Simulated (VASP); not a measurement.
# Hf (P6_3/mmc) in VASP: notebook

The runs below take Hf through single point, relaxation of cell and atoms, with LDA.

Program: VASP 6.6.1. These are calculated values, not measurements. Logs are shortened: lines on timing, memory, paths and dates and some standing lists are left out, and cuts for length are marked.

**1. The cell of the first run**

The structure is hexagonal, space group P6_3/mmc (No. 194). Conventional cell: a = 3.121 Å, b = 3.121 Å, c = 4.939 Å, α = 90.00°, β = 90.00°, γ = 120.00°. Within 4.0 Å of Hf (site symmetry -6m2) lie 12 Hf at 3.06 to 3.12 Å.

**2. Single point, LDA**

INCAR

```
SYSTEM = Hf
  PREC = Accurate
  ENCUT = 500
  EDIFF = 1E-6
  ISMEAR = 0
  SIGMA = 0.1
  LREAL = .False.
  LASPH = .True.
  NELM = 120
  ALGO = Normal
  ISIF = 2
  LWAVE = .False.
  LCHARG = .True.
  LELF = .True.
  LVHAR = .True.
  NBANDS = 17
  GGA_COMPAT = .False.
```

KPOINTS

```
Automatic mesh
0
Gamma
  15 15 8
  0 0 0
```

POSCAR

```
Hf
1.0
    3.1207627413      0.0000000000      0.0000000000
   -1.5603813706      2.7026598132      0.0000000000
    0.0000000000      0.0000000000      4.9392587496
Hf
2
Direct
    0.3333333333      0.6666666667      0.2500000000
    0.6666666667      0.3333333333      0.7500000000
```

Potentials or basis: VASP PAW LDA potentials, release 64 (Hf_pv).

On the command line:

```console
$ cat potpaw_LDA.64/Hf_pv/POTCAR > POTCAR
$ mpirun -np 1 vasp_std > vasp.out
```

OUTCAR:

```text
SYSTEM = Hf
   PREC = Accurate
   ENCUT = 500
   EDIFF = 1E-6
   ISMEAR = 0
   LREAL = .False.
   LASPH = .True.
   NELM = 120
   ISIF = 2

 ion  position               nearest neighbor table
   1  0.333  0.667  0.250-   2 3.06   2 3.06   2 3.06   2 3.06   2 3.06   2 3.06
   2  0.667  0.333  0.750-   1 3.06   1 3.06   1 3.06   1 3.06   1 3.06   1 3.06

  LATTYP: Found a hexagonal cell.
 ALAT       =     3.1207627413
 C/A-ratio  =     1.5827088308

  Lattice vectors:

 A1 = (   3.1207627413,   0.0000000000,   0.0000000000)
 A2 = (  -1.5603813706,   2.7026598132,   0.0000000000)
 A3 = (   0.0000000000,   0.0000000000,   4.9392587496)

Analysis of symmetry for initial positions (statically):
=====================================================================
 Subroutine PRICEL returns:
 Original cell was already a primitive cell.

 Routine SETGRP: Setting up the symmetry group for a
 hexagonal supercell.

 Subroutine GETGRP returns: Found 24 space group operations
 (whereof 12 operations were pure point group operations)
 out of a pool of 24 trial point group operations.

The static configuration has the point symmetry D_3d.
 The point group associated with its full space group is D_6h.

Analysis of symmetry for dynamics (positions and initial velocities):
=====================================================================
 Subroutine PRICEL returns:
 Original cell was already a primitive cell.

 Routine SETGRP: Setting up the symmetry group for a
 hexagonal supercell.

 Subroutine GETGRP returns: Found 24 space group operations
 (whereof 12 operations were pure point group operations)
 out of a pool of 24 trial point group operations.

The dynamic configuration has the point symmetry D_3d.
 The point group associated with its full space group is D_6h.

 Subroutine INISYM returns: Found 24 space group operations
 (whereof 12 operations are pure point group operations),
 and found     1 'primitive' translations

----------------------------------------------------------------------------------------

                                     Primitive cell

  volume of cell :      41.6595

  direct lattice vectors                    reciprocal lattice vectors
     3.120762741  0.000000000  0.000000000     0.320434484  0.185002936  0.000000000
    -1.560381371  2.702659813  0.000000000     0.000000000  0.370005872  0.000000000
     0.000000000  0.000000000  4.939258750     0.000000000  0.000000000  0.202459529

  length of vectors
     3.120762741  3.120762741  4.939258750     0.370005872  0.370005872  0.202459529

  position of ions in fractional coordinates (direct lattice)
     0.333333333  0.666666667  0.250000000
     0.666666667  0.333333333  0.750000000

  ion indices of the primitive-cell ions
   primitive index   ion index
                 1           1
                 2           2

----------------------------------------------------------------------------------------

 KPOINTS: Automatic mesh

Automatic generation of k-mesh.
 Grid dimensions read from file:
 generate k-points for:   15   15    8

 Generating k-lattice:

  Cartesian coordinates                     Fractional coordinates (reciprocal lattice)
     0.021362299  0.012333529  0.000000000     0.066666667  0.000000000  0.000000000
     0.000000000  0.024667058  0.000000000     0.000000000  0.066666667  0.000000000
     0.000000000  0.000000000  0.025307441     0.000000000  0.000000000  0.125000000

  Length of vectors
     0.024667058  0.024667058  0.025307441

  Shift w.r.t. Gamma in fractional coordinates (k-lattice)
     0.000000000  0.000000000  0.000000000

 Subroutine IBZKPT returns following result:
 ===========================================

 Found    135 irreducible k-points:

 Following reciprocal coordinates:
            Coordinates               Weight
  0.000000  0.000000  0.000000      1.000000
  0.066667 -0.000000  0.000000      6.000000
  0.133333  0.000000  0.000000      6.000000
  0.200000  0.000000  0.000000      6.000000
  0.266667  0.000000  0.000000      6.000000
  0.333333  0.000000  0.000000      6.000000
[... 16 lines left out ...]
  0.333333  0.200000  0.000000     12.000000
  0.400000  0.200000  0.000000      6.000000
 [... further k-points ...]
   k-points           NKPTS =    135   k-points in BZ     NKDIM =    135   number of bands    NBANDS=     17
   number of dos      NEDOS =    301   number of ions     NIONS =      2
   total plane-waves  NPLWV =  20736
   dimension x,y,z NGX =    24 NGY =   24 NGZ =   36
   dimension x,y,z NGXF=    48 NGYF=   48 NGZF=   72
   ions per type =               2
   NGX,Y,Z   is equivalent  to a cutoff of  12.79, 12.79, 12.12 a.u.
   NGXF,Y,Z  is equivalent  to a cutoff of  25.57, 25.57, 24.23 a.u.
 SYSTEM =  Hf
   PREC   = accura    normal or accurate (medium, high low for compatibility)
   ISTART =      0    job   : 0-new  1-cont  2-samecut
   ICHARG =      2    charge: 1-file 2-atom 10-const
   ISPIN  =      1    spin polarized calculation?
   LNONCOLLINEAR =      F non collinear calculations
   LSORBIT =      F    spin-orbit coupling
   LASPH  =      T    aspherical Exc in radial PAW
   ENCUT  =  500.0 eV  36.75 Ry    6.06 a.u.   5.69  5.69  9.01*2*pi/ulx,y,z
   NELM   =    120;   NELMIN=  2; NELMDL= -5     # of ELM steps
   EDIFF  = 0.1E-05   stopping-criterion for ELM
   LREAL  =      F    real-space projection
   EDIFFG = 0.1E-04   stopping-criterion for IOM
   NSW    =      0    number of steps for IOM
   IBRION =     -1    ionic relax: 0-MD 1-quasi-New 2-CG
   NFREE  =      0    steps in history (QN), initial steepest desc. (CG)
   ISIF   =      2    stress and relaxation
   ISYM   =      2    0-nonsym 1-usesym 2-fastsym
   POTIM  = 0.5000    time-step for ionic-motion
   TEBEG  =    0.0;   TEEND  =   0.0 temperature during run
   PSTRESS=    0.0 pullay stress
   NELECT =      20.0000    total number of electrons
   NUPDOWN=      -1.0000    fix difference up-down
   EMIN   =  10.00;   EMAX   =-10.00  energy-range for DOS
   EFERMI =   0.00;   METHOD = LEGACY
   ISMEAR =     0;   SIGMA  =   0.10  broadening in eV -4-tet -1-fermi 0-gaus
   EFERMI_NEDOS =   21; number of points for ismear=-14 and -15
   IALGO  =     38    algorithm
   IMIX   =      4    mixing-type and parameters
     AMIX     =   0.40;   BMIX     =  1.00
     AMIX_MAG =   1.60;   BMIX_MAG =  1.00
  volume/ion in A,a.u.               =      20.83       140.57
  Fermi-wavevector in a.u.,A,eV,Ry     =   1.281878  2.422399 22.357263  1.643212
  Thomas-Fermi vector in A             =   2.414223
   LORBIT       =      0    0 simple, 1 ext, 2 COOP (PROOUT), +10 PAW based schemes
   GGA     = CA    functional components
   LHFCALC =     F    Hartree Fock is set to
   AEXX    =    0.0000 exact exchange contribution
   IVDW    =     0    specifies the selected vdW correction
   LEPSILON=     F    determine dielectric tensor
   LRPA    =     F    only Hartree local field effects (RPA)
 non-spin polarized calculation
 Gauss-broadening in eV      SIGMA  =   0.10
  energy-cutoff  :      500.00
  volume of cell :       41.66
 maximum number of plane-waves:      1087
 NGX is ok and might be reduce to    24
   NGX = 11   NGY = 11   NGZ = 19

 number of electron      19.9999997 magnetization

 Free energy of the ion-electron system (eV)
  ---------------------------------------------------
  ext. energy  EPLUGINS =         0.00000000
  ---------------------------------------------------
  free energy    TOTEN  =       -21.39369087 eV

  energy without entropy =      -21.38593605  energy(sigma->0) =      -21.38981346

 E-fermi :   5.3203     XC(G=0): -11.7998

 val. band max:        5.3146951237   @ k =   0.0000   0.0000   0.3750
 cond. band min:       5.3444570449   @ k =   0.0667  -0.0000   0.2500
 fundamental gap:      0.0297619212
 Fermi energy:         5.3203112915

 k-point     1 :       0.0000    0.0000    0.0000
  band No.  band energies     occupation
      1     -25.6080      2.00000
      2     -24.6489      2.00000
      3     -24.6489      2.00000
      4     -24.4879      2.00000
      5     -24.4859      2.00000
      6     -24.4859      2.00000
[... 9 lines left out ...]
     16       7.9977      0.00000
     17      10.9412      0.00000

 k-point     2 :       0.0667   -0.0000    0.0000
  band No.  band energies     occupation
      1     -25.5931      2.00000
      2     -24.6814      2.00000
      3     -24.6598      2.00000
      4     -24.5204      2.00000
      5     -24.4947      2.00000
      6     -24.4901      2.00000
[... 9 lines left out ...]
     16       7.8551      0.00000
     17      11.0611      0.00000

 k-point     3 :       0.1333    0.0000    0.0000
  band No.  band energies     occupation
      1     -25.5498      2.00000
      2     -24.7732      2.00000
      3     -24.6898      2.00000
      4     -24.6158      2.00000
      5     -24.5151      2.00000
      6     -24.5026      2.00000
[... 9 lines left out ...]
     16       7.8433      0.00000
     17      11.3385      0.00000

 k-point     4 :       0.2000    0.0000    0.0000
  band No.  band energies     occupation
      1     -25.4818      2.00000
      2     -24.9083      2.00000
      3     -24.7512      2.00000
      4     -24.7323      2.00000
      5     -24.5493      2.00000
      6     -24.5222      2.00000
[... 9 lines left out ...]
     16       8.4693      0.00000
     17      11.6410      0.00000
[... 343 lines left out ...]
      1     -25.2283      2.00000
      2     -25.1825      2.00000
      3     -25.1376      2.00000
      4     -24.9017      2.00000
      5     -24.7349      2.00000
      6     -24.7227      2.00000
[... 9 lines left out ...]
     16      11.6465      0.00000
     17      12.0919      0.00000

 k-point    23 :       0.3333    0.2000    0.0000
  band No.  band energies     occupation
      1     -25.2943      2.00000
      2     -25.1390      2.00000
      3     -25.0989      2.00000
      4     -24.9742      2.00000
      5     -24.7994      2.00000
      6     -24.7574      2.00000
[... 9 lines left out ...]
     16      11.6271      0.00000
     17      12.7111      0.00000

 k-point    24 :       0.4000    0.2000    0.0000
  band No.  band energies     occupation
      1     -25.3173      2.00000
      2     -25.1309      2.00000
      3     -25.0583      2.00000
      4     -25.0090      2.00000
      5     -24.8333      2.00000
      6     -24.7692      2.00000
[... 9 lines left out ...]
     16      11.6193      0.00000
     17      12.2501      0.00000

 [... further k-points ...]

------------------------ aborting loop because EDIFF is reached ----------------------------------------

  FORCE on cell =-STRESS in cart. coord.  units (eV):
  Direction    XX          YY          ZZ          XY          YZ          ZX
  --------------------------------------------------------------------------------------
  -------------------------------------------------------------------------------------
  Total        0.0227609      0.0227609      0.0118783      0.0000000      0.0000000      0.0000000
  in kB        0.8753590      0.8753590      0.4568251      0.0000000      0.0000000      0.0000000
  external PRESSURE =       0.7358477 kB  Pullay stress =       0.0000000 kB

 VOLUME and BASIS-vectors are now :
 -----------------------------------------------------------------------------
  energy-cutoff  :      500.00
  volume of cell :       41.66
      direct lattice vectors                 reciprocal lattice vectors
     3.120762741  0.000000000  0.000000000     0.320434484  0.185002936  0.000000000
    -1.560381371  2.702659813  0.000000000     0.000000000  0.370005872  0.000000000
     0.000000000  0.000000000  4.939258750     0.000000000  0.000000000  0.202459529

 POSITION                                       TOTAL-FORCE (eV/Angst)
 -----------------------------------------------------------------------------------
     -0.00000      1.80177      1.23481         0.000000      0.000000      0.000000
      1.56038      0.90089      3.70444        -0.000000     -0.000000      0.000000
 -----------------------------------------------------------------------------------
    total drift:                                0.000000     -0.000000      0.000000

  FREE ENERGIE OF THE ION-ELECTRON SYSTEM (eV)
  ---------------------------------------------------
  free  energy   TOTEN  =       -21.3936908722 eV

  energy  without entropy=      -21.3859360468  energy(sigma->0) =      -21.38981346
```

Run time: 93 s. Hardware: 1 thread of Intel Xeon 8259CL, shared host; peak memory 0.19 GiB.

What came out:

```
Free energy            : -21.3937 eV
Pressure               : 0.1 GPa
Band gap on the k mesh : zero (bands 10 and 11 overlap by 1.54 eV)
```

Levels at points of the mesh, in eV from the Fermi level:
| k point | band 7 | band 8 | band 9 | band 10 | band 11 | band 12 | band 13 | band 14 |
| --- | --- | --- | --- | --- | --- | --- | --- | --- |
| (0.00, 0.00, 0.00) | -7.57 | -3.95 | 1.06 | 1.11 | 1.11 | 1.41 | 2.00 | 2.00 |
| (0.00, 0.00, 0.50) | -5.45 | -5.45 | 0.10 | 0.10 | 0.99 | 0.99 | 0.99 | 0.99 |

Caveat: spin-orbit coupling is left out, which moves the levels of the heavy elements.

**3. Relaxation of cell and atoms, LDA**

This run uses another cell than the first one, of 22.54 Å³/atom.

INCAR

```
PREC = Accurate
ENCUT = 500
EDIFF = 1E-7
ISMEAR = 0
SIGMA = 0.1
LREAL = False
LASPH = True
NELM = 120
ALGO = Normal
ISIF = 3
LWAVE = False
LCHARG = False
IBRION = 2
NSW = 70
EDIFFG = -0.005
GGA_COMPAT = False
NELMIN = 4
```

KPOINTS

```
Automatic mesh
0
Gamma
  15 15 8
```

POSCAR

```
Hf
1.0
    3.2046233997      0.0000000000      0.0000000000
   -1.6023116998      2.7752852737      0.0000000000
    0.0000000000      0.0000000000      5.0676571121
Hf
2
Direct
    0.3333333333      0.6666666667      0.2500000000
    0.6666666667      0.3333333333      0.7500000000
```

Potentials or basis: VASP PAW LDA potentials, release 64 (Hf_pv).

On the command line:

```console
$ cat potpaw_LDA.64/Hf_pv/POTCAR > POTCAR
$ mpirun -np 1 vasp_std > vasp.out
```

Run time: 5.6 min. Hardware: 1 thread of Intel Xeon 8259CL, shared host; peak memory 0.2 GiB.

The run converged. Its results:

| Property | Result |
| --- | --- |
| Free energy | -21.3942 eV |
| Relaxed volume | 20.85 Å³/atom |
| Relaxed cell | a = 3.122 Å, b = 3.122 Å, c = 4.939 Å, α = 90.00°, β = 90.00°, γ = 120.00° |
| Space group after relaxing (to 0.1 Å) | P6_3/mmc (No. 194) |
| Energy gained by relaxing | 46.3 meV/atom |
| Ionic steps | 8 |
| Pressure after relaxing | 0.0 GPa |
| Band gap on the k mesh | zero (bands 10 and 11 overlap by 1.53 eV) |

The path:
```csv
step,energy change (eV),largest force (eV/Å),pressure (GPa),volume (Å³)
1,0.0000,0.0000,-8.29,45.07
2,0.0600,0.0000,13.71,37.88
3,-0.0925,0.0000,-0.23,41.77
4,-0.0925,0.0000,-0.01,41.70
5,-0.0925,0.0000,0.18,41.63
6,-0.0925,0.0000,-0.20,41.76
7,-0.0925,0.0000,-0.03,41.70
8,-0.0926,0.0000,-0.01,41.69
```

Final structure:
```
Hf
1.0
     3.12225    0.00000    0.00000
    -1.56112    2.70394    0.00000
     0.00000    0.00000    4.93863
Hf
2
Cartesian
  0.0000 1.8026 1.2347
  1.5611 0.9013 3.7040
```

Levels at points of the mesh, in eV from the Fermi level:
| k point | band 7 | band 8 | band 9 | band 10 | band 11 | band 12 | band 13 | band 14 |
| --- | --- | --- | --- | --- | --- | --- | --- | --- |
| (0.00, 0.00, 0.00) | -7.56 | -3.94 | 1.06 | 1.11 | 1.11 | 1.41 | 2.00 | 2.00 |
| (0.00, 0.00, 0.50) | -5.45 | -5.45 | 0.10 | 0.10 | 0.98 | 0.98 | 0.98 | 0.98 |

Caveat: spin-orbit coupling is left out, which moves the levels of the heavy elements. LDA usually gives volumes a few per cent too small.
